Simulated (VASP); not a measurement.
# Ni (Pm-3m) in VASP: a series of runs

Runs on Ni. Level: LDA. Tasks: density of states.

Everything below comes from runs of VASP 6.6.1. Logs are shortened: lines on timing, memory, paths and dates and some standing lists are left out, and cuts for length are marked.

## (1) The cell of the first run

The structure is cubic, space group Pm-3m (No. 221). Conventional cell: a = 1.886 Å, b = 1.886 Å, c = 1.886 Å, α = 90.00°, β = 90.00°, γ = 90.00°. Within 2.5 Å of Ni (site symmetry m-3m) lie 6 Ni at 1.89 Å.

## (2) Density of states, LDA, collinear spin, ferromagnetic start (volume scaled by 0.58)

POSCAR

```
Ni
1.0
    1.8856480341      0.0000000000      0.0000000000
    0.0000000000      1.8856480341      0.0000000000
    0.0000000000      0.0000000000      1.8856480341
Ni
1
Direct
    0.0000000000      0.0000000000      0.0000000000
```

INCAR.step1

```
ALGO     = Normal         # electronic algorithm
EDIFF    = 1E-6           # SCF threshold, eV
ENCUT    = 520            # plane-wave cutoff, eV
ISIF     = 2              # what is computed and relaxed
ISMEAR   = -1             # smearing method
ISPIN    = 2              # spin polarisation
LASPH    = T              # aspherical terms in the spheres
LCHARG   = T              # write CHGCAR
LMAXMIX  = 4              # l up to which the mixer works
LREAL    = F              # projectors in reciprocal space
LWAVE    = F              # write WAVECAR
MAGMOM   = 1              # initial moments
NBANDS   = 15             # bands
NELM     = 150            # most SCF steps
PREC     = Accurate       # precision mode
SIGMA    = 0.1            # smearing width, eV
```

KPOINTS.step1

```
k-points
0
Gamma
  19 19 19
```

INCAR.step2

```
ALGO     = Normal         # electronic algorithm
EDIFF    = 1E-6           # SCF threshold, eV
ENCUT    = 520            # plane-wave cutoff, eV
ICHARG   = 11             # starting density
ISIF     = 2              # what is computed and relaxed
ISMEAR   = -5             # smearing method
ISPIN    = 2              # spin polarisation
LASPH    = T              # aspherical terms in the spheres
LCHARG   = F              # write CHGCAR
LMAXMIX  = 4              # l up to which the mixer works
LORBIT   = 11             # projections on sites
LREAL    = F              # projectors in reciprocal space
LWAVE    = F              # write WAVECAR
MAGMOM   = 1              # initial moments
NBANDS   = 15             # bands
NEDOS    = 1001           # points of the DOS
NELM     = 150            # most SCF steps
PREC     = Accurate       # precision mode
SIGMA    = 0.1            # smearing width, eV
```

KPOINTS.step2

```
k-points
0
Gamma
  29 29 29
```

Potentials or basis: VASP PAW LDA potentials, release 64 (Ni).

Run with:

```sh
cat potpaw_LDA.64/Ni/POTCAR > POTCAR
cp INCAR.step1 INCAR
cp KPOINTS.step1 KPOINTS
mpirun -np 1 vasp_std > vasp.out
cp INCAR.step2 INCAR
cp KPOINTS.step2 KPOINTS
mpirun -np 1 vasp_std > vasp.out
```

OUTCAR:

```text
EDIFF = 1E-6
   ENCUT = 520
   ICHARG = 11
   ISIF = 2
   ISMEAR = -5
   ISPIN = 2
   LASPH = T
   LORBIT = 11
   LREAL = F
   NELM = 150
   PREC = Accurate

 ion  position               nearest neighbor table
   1  0.000  0.000  0.000-

  LATTYP: Found a simple cubic cell.
 ALAT       =     1.8856480341

  Lattice vectors:

 A1 = (   1.8856480341,   0.0000000000,   0.0000000000)
 A2 = (   0.0000000000,   1.8856480341,   0.0000000000)
 A3 = (   0.0000000000,   0.0000000000,   1.8856480341)

Analysis of symmetry for initial positions (statically):
=====================================================================
 Subroutine PRICEL returns:
 Original cell was already a primitive cell.

 Routine SETGRP: Setting up the symmetry group for a
 simple cubic supercell.

 Subroutine GETGRP returns: Found 48 space group operations
 (whereof 48 operations were pure point group operations)
 out of a pool of 48 trial point group operations.

The static configuration has the point symmetry O_h .

Analysis of symmetry for dynamics (positions and initial velocities):
=====================================================================
 Subroutine PRICEL returns:
 Original cell was already a primitive cell.

 Routine SETGRP: Setting up the symmetry group for a
 simple cubic supercell.

 Subroutine GETGRP returns: Found 48 space group operations
 (whereof 48 operations were pure point group operations)
 out of a pool of 48 trial point group operations.

The dynamic configuration has the point symmetry O_h .

Analysis of structural, dynamic, and magnetic symmetry:
=====================================================================
 Subroutine PRICEL returns:
 Original cell was already a primitive cell.

 Routine SETGRP: Setting up the symmetry group for a
 simple cubic supercell.

 Subroutine GETGRP returns: Found 48 space group operations
 (whereof 48 operations were pure point group operations)
 out of a pool of 48 trial point group operations.

The overall configuration has the point symmetry O_h .

 Subroutine INISYM returns: Found 48 space group operations
 (whereof 48 operations are pure point group operations),
 and found     1 'primitive' translations

----------------------------------------------------------------------------------------

                                     Primitive cell

  volume of cell :       6.7047

  direct lattice vectors                    reciprocal lattice vectors
     1.885648034  0.000000000  0.000000000     0.530321662  0.000000000  0.000000000
     0.000000000  1.885648034  0.000000000     0.000000000  0.530321662  0.000000000
     0.000000000  0.000000000  1.885648034     0.000000000  0.000000000  0.530321662

  length of vectors
     1.885648034  1.885648034  1.885648034     0.530321662  0.530321662  0.530321662

  position of ions in fractional coordinates (direct lattice)
     0.000000000  0.000000000  0.000000000

  ion indices of the primitive-cell ions
   primitive index   ion index
                 1           1

----------------------------------------------------------------------------------------

 KPOINTS: k-points

Automatic generation of k-mesh.
 Grid dimensions read from file:
 generate k-points for:   29   29   29

 Generating k-lattice:

  Cartesian coordinates                     Fractional coordinates (reciprocal lattice)
     0.018286954  0.000000000  0.000000000     0.034482759  0.000000000  0.000000000
     0.000000000  0.018286954  0.000000000     0.000000000  0.034482759  0.000000000
     0.000000000  0.000000000  0.018286954     0.000000000  0.000000000  0.034482759

  Length of vectors
     0.018286954  0.018286954  0.018286954

  Shift w.r.t. Gamma in fractional coordinates (k-lattice)
     0.000000000  0.000000000  0.000000000

 TETIRR: Found  12153 inequivalent tetrahedra from   146334

 Subroutine IBZKPT returns following result:
 ===========================================

 Found    680 irreducible k-points:

 Following reciprocal coordinates:
            Coordinates               Weight
  0.000000  0.000000  0.000000      1.000000
  0.034483  0.000000  0.000000      6.000000
  0.068966  0.000000  0.000000      6.000000
  0.103448  0.000000  0.000000      6.000000
  0.137931  0.000000  0.000000      6.000000
  0.172414  0.000000  0.000000      6.000000
[... 16 lines left out ...]
  0.275862  0.034483  0.000000     24.000000
  0.310345  0.034483  0.000000     24.000000
 [... further k-points ...]
   k-points           NKPTS =    680   k-points in BZ     NKDIM =    680   number of bands    NBANDS=     15
   number of dos      NEDOS =   1001   number of ions     NIONS =      1
   total plane-waves  NPLWV =   2744
   dimension x,y,z NGX =    14 NGY =   14 NGZ =   14
   dimension x,y,z NGXF=    28 NGYF=   28 NGZF=   28
   ions per type =               1
   NGX,Y,Z   is equivalent  to a cutoff of  12.34, 12.34, 12.34 a.u.
   NGXF,Y,Z  is equivalent  to a cutoff of  24.69, 24.69, 24.69 a.u.
 SYSTEM =  unknown system
   PREC   = accura    normal or accurate (medium, high low for compatibility)
   ISTART =      0    job   : 0-new  1-cont  2-samecut
   ICHARG =     11    charge: 1-file 2-atom 10-const
   ISPIN  =      2    spin polarized calculation?
   LNONCOLLINEAR =      F non collinear calculations
   LSORBIT =      F    spin-orbit coupling
   LASPH  =      T    aspherical Exc in radial PAW
   ENCUT  =  520.0 eV  38.22 Ry    6.18 a.u.   3.51  3.51  3.51*2*pi/ulx,y,z
   NELM   =    150;   NELMIN=  2; NELMDL=  0     # of ELM steps
   EDIFF  = 0.1E-05   stopping-criterion for ELM
   LREAL  =      F    real-space projection
   EDIFFG = 0.1E-04   stopping-criterion for IOM
   NSW    =      0    number of steps for IOM
   IBRION =     -1    ionic relax: 0-MD 1-quasi-New 2-CG
   NFREE  =      0    steps in history (QN), initial steepest desc. (CG)
   ISIF   =      2    stress and relaxation
   ISYM   =      2    0-nonsym 1-usesym 2-fastsym
   POTIM  = 0.5000    time-step for ionic-motion
   TEBEG  =    0.0;   TEEND  =   0.0 temperature during run
   PSTRESS=    0.0 pullay stress
   NELECT =      10.0000    total number of electrons
   NUPDOWN=      -1.0000    fix difference up-down
   EMIN   =  10.00;   EMAX   =-10.00  energy-range for DOS
   EFERMI =   0.00;   METHOD = LEGACY
   ISMEAR =    -5;   SIGMA  =   0.10  broadening in eV -4-tet -1-fermi 0-gaus
   EFERMI_NEDOS =   21; number of points for ismear=-14 and -15
   IALGO  =     38    algorithm
   IMIX   =      4    mixing-type and parameters
     AMIX     =   0.40;   BMIX     =  1.00
     AMIX_MAG =   1.60;   BMIX_MAG =  1.00
  volume/ion in A,a.u.               =       6.70        45.25
  Fermi-wavevector in a.u.,A,eV,Ry     =   1.870456  3.534650 47.601427  3.498606
  Thomas-Fermi vector in A             =   2.916270
   LORBIT       =     11    0 simple, 1 ext, 2 COOP (PROOUT), +10 PAW based schemes
   GGA     = CA    functional components
   LHFCALC =     F    Hartree Fock is set to
   AEXX    =    0.0000 exact exchange contribution
   IVDW    =     0    specifies the selected vdW correction
   LEPSILON=     F    determine dielectric tensor
   LRPA    =     F    only Hartree local field effects (RPA)
 spin polarized calculation
 Fermi weights with tetrahedron method with Bloechl corrections
  energy-cutoff  :      520.00
  volume of cell :        6.70
 maximum number of plane-waves:       191
 NGX is ok and might be reduce to    14

 number of electron       9.9999994 magnetization      -0.0000361

 Free energy of the ion-electron system (eV)
  ---------------------------------------------------
  ext. energy  EPLUGINS =         0.00000000
  ---------------------------------------------------
  free energy    TOTEN  =        -2.59511929 eV

  energy without entropy =       -2.59511929  energy(sigma->0) =       -2.59511929

 E-fermi :  18.5575     XC(G=0): -16.5966

 val. band max:       18.6118562179   @ k =   0.4828   0.1034   0.0690
 cond. band min:      18.5026636861   @ k =   0.4138   0.1379   0.0345
 fundamental gap:     -0.1091925318
 Fermi energy:        18.5575075310

 spin component 1

 k-point     1 :       0.0000    0.0000    0.0000
  band No.  band energies     occupation
      1       5.6581      1.00000
      2      10.5757      1.00000
      3      10.5757      1.00000
      4      18.7727      0.00000
      5      18.7727      0.00000
      6      18.7727      0.00000
      7      46.4685      0.00000
      8      46.4685      0.00000
      9      46.4685      0.00000
     10      53.0749      0.00000
     11      53.0749      0.00000
     12      59.3010      0.00000
     13      65.4248      0.00000
     14      74.2911      0.00000
     15      74.2911      0.00000
[... 397 lines left out ...]
 k-point    24 :       0.3103    0.0345    0.0000
  band No.  band energies     occupation
      1       9.3684      1.00000
      2      11.3570      1.00000
      3      13.4851      1.00000
      4      16.7720      1.00000
      5      16.7723      1.00000
      6      18.9134      0.00000
      7      31.6198      0.00000
      8      49.4133      0.00000
      9      52.3665      0.00000
     10      52.4549      0.00000
     11      56.9247      0.00000
     12      63.5539      0.00000
     13      67.1586      0.00000
     14      68.3461      0.00000
     15      69.2515      0.00000

 [... further k-points ...]

 spin component 2

 k-point     1 :       0.0000    0.0000    0.0000
  band No.  band energies     occupation
      1       5.6581      1.00000
      2      10.5757      1.00000
      3      10.5757      1.00000
      4      18.7726      0.00000
      5      18.7726      0.00000
      6      18.7726      0.00000
      7      46.4685      0.00000
      8      46.4685      0.00000
      9      46.4685      0.00000
     10      53.0750      0.00000
     11      53.0750      0.00000
     12      59.3010      0.00000
     13      65.4247      0.00000
     14      74.2912      0.00000
     15      74.2912      0.00000
[... 397 lines left out ...]
 k-point    24 :       0.3103    0.0345    0.0000
  band No.  band energies     occupation
      1       9.3684      1.00000
      2      11.3570      1.00000
      3      13.4851      1.00000
      4      16.7719      1.00000
      5      16.7723      1.00000
      6      18.9134      0.00000
      7      31.6198      0.00000
      8      49.4134      0.00000
      9      52.3665      0.00000
     10      52.4549      0.00000
     11      56.9247      0.00000
     12      63.5537      0.00000
     13      67.1586      0.00000
     14      68.3461      0.00000
     15      69.2515      0.00000

 [... further k-points ...]
[... 5 lines left out ...]
  --------------------------------------------------------------------------------------
  -------------------------------------------------------------------------------------
  Total       14.9371939     14.9371939     14.9371939      0.0000000      0.0000000      0.0000000
  in kB     3569.4204216   3569.4204216   3569.4204216      0.0000000      0.0000000      0.0000000
  external PRESSURE =    3569.4204216 kB  Pullay stress =       0.0000000 kB

 VOLUME and BASIS-vectors are now :
 -----------------------------------------------------------------------------
  energy-cutoff  :      520.00
  volume of cell :        6.70
      direct lattice vectors                 reciprocal lattice vectors
     1.885648034  0.000000000  0.000000000     0.530321662  0.000000000  0.000000000
     0.000000000  1.885648034  0.000000000     0.000000000  0.530321662  0.000000000
     0.000000000  0.000000000  1.885648034     0.000000000  0.000000000  0.530321662

 POSITION                                       TOTAL-FORCE (eV/Angst)
 -----------------------------------------------------------------------------------
      0.00000      0.00000      0.00000         0.000000      0.000000      0.000000
 -----------------------------------------------------------------------------------
    total drift:                               -0.000000     -0.000000     -0.000000

  FREE ENERGIE OF THE ION-ELECTRON SYSTEM (eV)
  ---------------------------------------------------
  free  energy   TOTEN  =        -2.5951192894 eV

  energy  without entropy=       -2.5951192894  energy(sigma->0) =       -2.59511929

 total charge

# of ion       s       p       d       tot
------------------------------------------
    1        0.844   1.045   9.045  10.933

 magnetization (x)

# of ion       s       p       d       tot
------------------------------------------
    1        0.000   0.000  -0.000  -0.000
```

Wall time 63 s (1 thread of Intel Xeon Platinum 8375C at 2.90GHz (Ice Lake), shared host); peak memory 0.26 GiB.

What came out:

| Quantity | Value |
| --- | --- |
| Net moment | 0.00 μB per cell |

Caveat: the cell differs from its parent crystal (volume scaled by 0.58); tetrahedron occupations give inexact forces and stress in metals.

## (3) Density of states, LDA, collinear spin, ferromagnetic start

This run uses another cell than the first one, of 11.56 Å³/atom, 1.724 times its volume.

POSCAR

```
Ni
1.0
    2.2610906190      0.0000000000      0.0000000000
    0.0000000000      2.2610906190      0.0000000000
    0.0000000000      0.0000000000      2.2610906190
Ni
1
Direct
    0.0000000000      0.0000000000      0.0000000000
```

INCAR.step1

```
SYSTEM = Ni
  PREC = Accurate
  ENCUT = 520
  EDIFF = 1E-6
  ISMEAR = -1
  SIGMA = 0.1
  LREAL = .FALSE.
  LASPH = .TRUE.
  NELM = 150
  ALGO = Normal
  ISIF = 2
  LWAVE = .FALSE.
  LCHARG = .TRUE.
  ISPIN = 2
  MAGMOM = 1
  LMAXMIX = 4
  NBANDS = 15
```

KPOINTS.step1

```
Automatic mesh
0
G
  19 19 19
  0 0 0
```

INCAR.step2

```
SYSTEM = Ni
  PREC = Accurate
  ENCUT = 520
  EDIFF = 1E-6
  ISMEAR = -5
  SIGMA = 0.1
  LREAL = .FALSE.
  LASPH = .TRUE.
  NELM = 150
  ALGO = Normal
  ISIF = 2
  LWAVE = .FALSE.
  LCHARG = .FALSE.
  ISPIN = 2
  MAGMOM = 1
  LORBIT = 11
  LMAXMIX = 4
  NEDOS = 2001
  ICHARG = 11
```

KPOINTS.step2

```
Automatic mesh
0
G
  29 29 29
  0 0 0
```

Potentials or basis: VASP PAW LDA potentials, release 64 (Ni).

Run with:

```sh
cat potpaw_LDA.64/Ni/POTCAR > POTCAR
cp INCAR.step1 INCAR
cp KPOINTS.step1 KPOINTS
mpirun -np 1 vasp_std > vasp.out
cp INCAR.step2 INCAR
cp KPOINTS.step2 KPOINTS
mpirun -np 1 vasp_std > vasp.out
```

OUTCAR:

```text
SYSTEM = Ni
   PREC = Accurate
   ENCUT = 520
   EDIFF = 1E-6
   ISMEAR = -5
   LREAL = .FALSE.
   LASPH = .TRUE.
   NELM = 150
   ISIF = 2
   ISPIN = 2
   LORBIT = 11
   ICHARG = 11

 ion  position               nearest neighbor table
   1  0.000  0.000  0.000-

  LATTYP: Found a simple cubic cell.
 ALAT       =     2.2610906190

  Lattice vectors:

 A1 = (   2.2610906190,   0.0000000000,   0.0000000000)
 A2 = (   0.0000000000,   2.2610906190,   0.0000000000)
 A3 = (   0.0000000000,   0.0000000000,   2.2610906190)

Analysis of symmetry for initial positions (statically):
=====================================================================
 Subroutine PRICEL returns:
 Original cell was already a primitive cell.

 Routine SETGRP: Setting up the symmetry group for a
 simple cubic supercell.

 Subroutine GETGRP returns: Found 48 space group operations
 (whereof 48 operations were pure point group operations)
 out of a pool of 48 trial point group operations.

The static configuration has the point symmetry O_h .

[... 500 lines left out ...]
  band No.  band energies     occupation
      1      -0.2249      1.00000
      2       4.5791      1.00000
      3       4.5791      1.00000
      4       8.4657      0.00000
      5       8.4657      0.00000
      6       8.4657      0.00000
      7      28.7346      0.00000
      8      28.7346      0.00000
      9      28.7346      0.00000
     10      32.8777      0.00000
[... 287 lines left out ...]
 k-point    24 :       0.3103    0.0345    0.0000
  band No.  band energies     occupation
      1       2.4781      1.00000
      2       4.9331      1.00000
      3       5.8334      1.00000
      4       7.6004      1.00000
      5       7.6060      1.00000
      6       8.5252      0.00000
      7      16.8622      0.00000
      8      31.4726      0.00000
      9      32.5766      0.00000
     10      33.9259      0.00000

 [... further k-points ...]
[... 5 lines left out ...]
  --------------------------------------------------------------------------------------
  -------------------------------------------------------------------------------------
  Total        0.1754064      0.1754064      0.1754064     -0.0000000     -0.0000000     -0.0000000
  in kB       24.3109652     24.3109652     24.3109652     -0.0000000     -0.0000000     -0.0000000
  external PRESSURE =      24.3109652 kB  Pullay stress =       0.0000000 kB

 VOLUME and BASIS-vectors are now :
 -----------------------------------------------------------------------------
  energy-cutoff  :      520.00
  volume of cell :       11.56
      direct lattice vectors                 reciprocal lattice vectors
     2.261090619  0.000000000  0.000000000     0.442264450  0.000000000  0.000000000
     0.000000000  2.261090619  0.000000000     0.000000000  0.442264450  0.000000000
     0.000000000  0.000000000  2.261090619     0.000000000  0.000000000  0.442264450

 POSITION                                       TOTAL-FORCE (eV/Angst)
 -----------------------------------------------------------------------------------
      0.00000      0.00000      0.00000         0.000000      0.000000      0.000000
 -----------------------------------------------------------------------------------
    total drift:                                0.000000     -0.000000     -0.000000

  FREE ENERGIE OF THE ION-ELECTRON SYSTEM (eV)
  ---------------------------------------------------
  free  energy   TOTEN  =        -5.8181033748 eV

  energy  without entropy=       -5.8181033748  energy(sigma->0) =       -5.81810337

 total charge

# of ion       s       p       d       tot
------------------------------------------
    1        0.544   0.444   8.411   9.400

 magnetization (x)

# of ion       s       p       d       tot
------------------------------------------
    1        0.001  -0.000   0.378   0.378
```

It took 2.2 min on 1 thread of Intel Xeon Platinum 8375C at 2.90GHz (Ice Lake), shared host; peak memory 0.26 GiB.

Results:

```
Net moment                                            : 0.35 μB per cell
Site moments                                          : Ni +0.38 μB
Valence electrons inside the program's atomic spheres : Ni 9.40
```

Levels at points of the mesh, in eV from the Fermi level:
Spin up:
| k point | band 3 | band 4 | band 5 | band 6 | band 7 | band 8 |
| --- | --- | --- | --- | --- | --- | --- |
| (0.00, 0.00, 0.00) | -3.88 | -0.12 | -0.12 | -0.12 | 20.47 | 20.47 |
Spin down:
```
           k point  band 3  band 4  band 5  band 6  band 7  band 8
(0.00, 0.00, 0.00)   -3.63    0.26    0.26    0.26   20.53   20.53
```

Caveat: tetrahedron occupations give inexact forces and stress in metals.
